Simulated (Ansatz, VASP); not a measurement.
W: VASP beside Ansatz

The input INCAR:

```
SYSTEM = W
PREC = Accurate ; ENCUT = 520
EDIFF = 1E-7 ; ISMEAR = 0
SIGMA = 0.1 ; LREAL = .False.
LASPH = .True. ; NELM = 100
ALGO = Normal ; ISIF = 2
LWAVE = .False. ; LCHARG = .False.
GGA = PE ; NBANDS = 13
```

KPOINTS

```
Automatic mesh
0
Gamma
  15 15 15
  0 0 0
```

File POSCAR:

```
W
1.0
   -1.4478246660      1.5756086660      1.5756086660
    1.5756086660     -1.4478246660      1.5756086660
    1.5756086660      1.5756086660     -1.4478246660
W
1
Direct
    0.0000000000      0.0000000000      0.0000000000
```

Input for Ansatz:

```yaml
crystal:
  lattice:
    - [-1.447824666, 1.575608666, 1.575608666]
    - [1.575608666, -1.447824666, 1.575608666]
    - [1.575608666, 1.575608666, -1.447824666]
  atoms:
    - { symbol: W, position: [0.0, 0.0, 0.0] }
basis:
  ecutwfc: 420
kpoints:
  mp_grid: { grid: [15, 15, 15] }
hamiltonian:
  xc: pbe
scf:
  occupations: { method: gaussian, width: 0.1 }
output:
  forces: true
  stress: true
  eigenvalues: true
```

Alike in both runs: task single point; functional PBE; k mesh 15 × 15 × 15; occupations gaussian, width 0.1 eV; no spin polarisation.

|  | VASP | Ansatz |
| --- | --- | --- |
| version | VASP 6.6.1 | Ansatz 0.2.0 |
| potentials or method | VASP PAW PBE potentials, release 64 (W_sv), cutoff 520 eV | scalar-relativistic, plane waves, PAW |
| valence electrons in the cell | 14 | 14 |

```csv
,VASP,Ansatz,Ansatz less VASP
gap on the k mesh at the Fermi level (eV),none,none,-
pressure (GPa),15.6,14.8,-0.75
"traceless stress, the component that is largest in VASP (GPa)",-10.44,-10.33,+0.110
```

A gap of «none» marks a metal or a gap that the smearing closes.

Neither program's run includes spin-orbit coupling.
